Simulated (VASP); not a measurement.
A run of VASP 6.6.1:

Contents of POSCAR:

```
EuZn3
1.0
    4.3007844252      0.0000000000      0.0000000000
    0.0000000000      4.3007844252      0.0000000000
    0.0000000000      0.0000000000      4.3007844252
Eu Zn
1 3
Direct
    0.0000000000      0.0000000000      0.0000000000
    0.0000000000      0.5000000000      0.5000000000
    0.5000000000      0.5000000000      0.0000000000
    0.5000000000      0.0000000000      0.5000000000
```

INCAR.step1

```
PREC = Accurate
ENCUT = 520
EDIFF = 1E-7
ISMEAR = 0
SIGMA = 0.05
LREAL = False
LASPH = True
NELM = 150
ALGO = Normal
ISIF = 2
LWAVE = False
LCHARG = True
ISPIN = 2
MAGMOM = 7.41 0 0 0
LMAXMIX = 6
GGA = PS
NBANDS = 38
```

The input KPOINTS.step1:

```
Automatic mesh
0
Gamma
  8 8 8
```

INCAR.step2

```
PREC = Accurate
ENCUT = 520
EDIFF = 1E-7
ISMEAR = -5
SIGMA = 0.05
LREAL = False
LASPH = True
NELM = 150
ALGO = Normal
ISIF = 2
LWAVE = False
LCHARG = False
ISPIN = 2
MAGMOM = 7.41 0 0 0
LORBIT = 11
LMAXMIX = 6
GGA = PS
NEDOS = 2001
ICHARG = 11
```

The input KPOINTS.step2:

```
Automatic mesh
0
Gamma
  12 12 12
```

Potentials or basis: VASP PAW PBE potentials, release 64 (Eu, Zn).

Launch:

```sh
$ cat potpaw_PBE.64/Eu/POTCAR potpaw_PBE.64/Zn/POTCAR > POTCAR
$ cp INCAR.step1 INCAR
$ cp KPOINTS.step1 KPOINTS
$ mpirun -np 1 vasp_std > vasp.out
$ cp INCAR.step2 INCAR
$ cp KPOINTS.step2 KPOINTS
$ mpirun -np 1 vasp_std > vasp.out
```

Hardware: 1 thread of Intel(R) Xeon(R) 6975P-C (Granite Rapids), on a shared host.

Task: Estimate the wall time of this run.

Result: Run time: 5 min on 1 thread of Intel(R) Xeon(R) 6975P-C (Granite Rapids), with other jobs on the host, peak memory 0.48 GiB. Counts: k points 84.
